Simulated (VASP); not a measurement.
CsPbCl3:

```
Cs Pb Cl
1.0
     4.00316    2.31122    3.29556
    -4.00316    2.31122    3.29556
     0.00000   -4.62245    3.29556
Cs Pb Cl
1 1 3
Direct
  0.50000 0.50000 0.50000
  0.00000 0.00000 0.00000
  0.50000 0.01860 0.98140
  0.01860 0.98140 0.50000
  0.98140 0.50000 0.01860
```

- Program: VASP 6.6.1
- Task: relaxation of cell and atoms
- Functional: PBE
- Potentials or basis: VASP PAW PBE potentials, release 64 (Cs_sv, Pb_d, Cl)
- Cutoff: 600 eV
- k mesh: 6 × 6 × 6
- Occupations: gaussian, width 0.02 eV
- Spin: no spin polarisation

At the start: pressure 0.7 GPa; volume 36.59 Å³/atom.

Problem. Where does the relaxation end?

Solution. Over 17 steps the energy falls by 3.1 meV/atom and the volume is 37.73 Å³/atom (+3.1 %); space group R32 (No. 155, to 0.1 Å) before, Pm-3m (No. 221, to 0.1 Å).

The path:
```tsv
step	energy change (eV)	largest force (eV/Å)	pressure (GPa)	volume (Å³)
1	0.0000	0.0159	0.68	182.95
2	-0.0107	0.0191	0.15	187.12
3	-0.0113	0.0200	0.00	188.36
4	-0.0113	0.0199	0.01	188.25
5	-0.0113	0.0195	0.01	188.26
6	-0.0115	0.0196	0.01	188.27
7	-0.0119	0.0189	0.01	188.29
8	-0.0125	0.0173	0.01	188.34
9	-0.0133	0.0150	0.00	188.42
10	-0.0133	0.0082	-0.01	188.58
11	-0.0136	0.0121	0.00	188.50
12	-0.0139	0.0115	0.00	188.51
13	-0.0145	0.0091	0.00	188.54
14	-0.0153	0.0057	0.00	188.59
15	-0.0155	0.0004	-0.01	188.68
16	-0.0156	0.0008	-0.01	188.65
17	-0.0156	0.0010	-0.01	188.64
```

Final structure:
```yaml
crystal:
  lattice:
    - [4.05276, 2.33986, 3.31551]
    - [-4.05276, 2.33986, 3.31551]
    - [0.00000, -4.67973, 3.31551]
  atoms:
    - { symbol: Cs, position: [0.50000, 0.50000, 0.50000] }
    - { symbol: Pb, position: [0.00000, 0.00000, 0.00000] }
    - { symbol: Cl, position: [0.50000, 0.00148, 0.99852] }
    - { symbol: Cl, position: [0.00148, 0.99852, 0.50000] }
    - { symbol: Cl, position: [0.99852, 0.50000, 0.00148] }
```
